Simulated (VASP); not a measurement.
**LiMg: relaxation of cell and atoms with LDA**

LiMg:

```
CELL_PARAMETERS angstrom
3.37819 0.00000 0.00000
0.00000 3.37819 0.00000
0.00000 0.00000 3.55261
ATOMIC_POSITIONS crystal
Li 0.00000 0.00000 0.00000
Mg 0.50000 0.50000 0.50000
```

```
Program                : VASP 6.6.1
Task                   : relaxation of cell and atoms
Functional             : LDA
Potentials or basis    : VASP PAW LDA potentials, release 64 (Li_sv, Mg)
Cutoff                 : 600 eV
k mesh                 : 6 × 6 × 6
Occupations            : methfessel-paxton, width 0.05 eV
Spin                   : no spin polarisation
Dipole correction      : no
Further INCAR settings : ALGO = Normal; EDIFF = 1e-06; IBRION = 2; EDIFFG = -0.01; NSW = 80; ISIF = 3
```

```yaml
Relaxed_volume: 19.05 Å³/atom
Relaxed_cell: a = 3.117 Å, b = 3.117 Å, c = 3.922 Å, α = 90.00°, β = 90.00°, γ = 90.00°
Space_group_after_relaxing_to_0.1_Å: P4/mmm (No. 123)
Energy_gained_by_relaxing: 25.0 meV/atom
Ionic_steps: 15
Pressure_after_relaxing: 0.0 GPa
Band_gap_on_the_k_mesh: zero (an odd number of electrons rules out a gap without spin polarisation)
```

Stress tensor (GPa, compression positive):
```
 0.07  0.00  0.00
 0.00  0.07  0.00
 0.00  0.00 -0.08
```

Step by step:
| step | energy change (eV) | largest force (eV/Å) | pressure (GPa) | volume (Å³) |
| --- | --- | --- | --- | --- |
| 1 | 0.0000 | 0.0000 | -1.94 | 40.54 |
| 2 | -0.0180 | 0.0000 | -1.16 | 39.12 |
| 3 | -0.0286 | 0.0000 | -0.03 | 37.51 |
| 4 | -0.0292 | 0.0000 | 0.37 | 37.02 |
| 5 | -0.0320 | 0.0000 | 0.34 | 37.07 |
| 6 | -0.0341 | 0.0000 | 0.49 | 37.16 |
| 7 | -0.0343 | 0.0000 | 0.53 | 37.18 |
| 8 | -0.0353 | 0.0000 | 0.53 | 37.21 |
| 9 | -0.0389 | 0.0000 | 0.47 | 37.27 |
| 10 | -0.0484 | 0.0000 | 0.56 | 37.34 |
| 11 | -0.0241 | 0.0000 | 1.05 | 37.28 |
| 12 | -0.0476 | 0.0000 | 0.66 | 37.35 |
| 13 | -0.0486 | 0.0000 | 0.60 | 37.35 |
| 14 | -0.0486 | 0.0000 | -0.53 | 38.88 |
| 15 | -0.0500 | 0.0000 | 0.02 | 38.10 |

Final structure:
```xyz
2
Lattice="3.1169 0.0000 0.0000 0.0000 3.1169 0.0000 0.0000 0.0000 3.9220" Properties=species:S:1:pos:R:3 pbc="T T T"
Li    3.1169    0.0000    0.0000
Mg    1.5585    1.5585    1.9610
```

Levels at points of the mesh, in eV from the Fermi level:
| k point | band 1 | band 2 | band 3 | band 4 | band 5 | band 6 |
| --- | --- | --- | --- | --- | --- | --- |
| (0.00, 0.00, 0.00) | -45.24 | -5.85 | 1.89 | 4.10 | 7.16 | 7.16 |
| (0.50, 0.00, 0.00) | -45.24 | -2.94 | -1.83 | 4.96 | 6.04 | 6.80 |
| (0.50, 0.50, 0.00) | -45.23 | 0.15 | 0.15 | 1.74 | 2.71 | 8.29 |
| (0.00, 0.00, 0.50) | -45.24 | -4.56 | -2.57 | 8.76 | 8.83 | 8.83 |
| (0.50, 0.00, 0.50) | -45.24 | -1.18 | -0.75 | -0.29 | 2.04 | 11.57 |
| (0.50, 0.50, 0.50) | -45.23 | 2.41 | 2.41 | 2.41 | 2.44 | 2.44 |

Wall time 2.2 min on 1 thread of AMD EPYC 7R13 (shared host), peak memory 0.13 GiB.

Caveat: the cutoff is under 1.25 times the usual one of these potentials, so pressure, stress and relaxed cells hold a basis-set (Pulay) error.
